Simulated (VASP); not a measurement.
Wanted: the native input for a VASP 6.6.1 run.

```
Task                   : single point
Functional             : PBE
Potentials or basis    : VASP PAW PBE potentials, release 64 (K_sv)
Cutoff                 : 520 eV
k mesh                 : 12 × 12 × 12
Occupations            : gaussian, width 0.15 eV
Spin                   : no spin polarisation
Dipole correction      : no
Further INCAR settings : ALGO = Fast; EDIFF = 1e-06; NBANDS = 10
```

The structure of K lies in POSCAR:

```
K
1.0
    4.3104394900      0.0000000000      0.0000000000
    0.0000000000      4.3104394900      0.0000000000
    0.0000000000      0.0000000000      4.1811263053
K
1
Direct
    0.0000000000      0.0000000000      0.0000000000
```

This cell differs from its parent crystal: strain +0.000 along x and y, -0.030 along z.

These files were run (other wordings do the same):

INCAR

```
SYSTEM = K
ALGO = Fast ; EDIFF = 1E-6
ENCUT = 520 ; GGA = PE
ISIF = 2 ; ISMEAR = 0
LASPH = .True. ; LCHARG = .False.
LREAL = .False. ; LWAVE = .False.
NBANDS = 10 ; NELM = 100
PREC = Accurate ; SIGMA = 0.15
```

KPOINTS

```
k-points
0
Gamma
  12 12 12
  0 0 0
```

Potentials or basis: VASP PAW PBE potentials, release 64 (K_sv).

The run is started by

```sh
$ cat potpaw_PBE.64/K_sv/POTCAR > POTCAR
$ mpirun -np 1 vasp_std > vasp.out
```

Results of the run:

The pressure is 0.1 GPa.

Caveat: the cell differs from its parent crystal (strain +0.000 along x and y, -0.030 along z).

Run time: 78 s on 1 thread of Intel(R) Xeon(R) Platinum 8259CL CPU @ 2.50GHz (Skylake/Cascade Lake), on a shared host, peak memory 0.27 GiB.
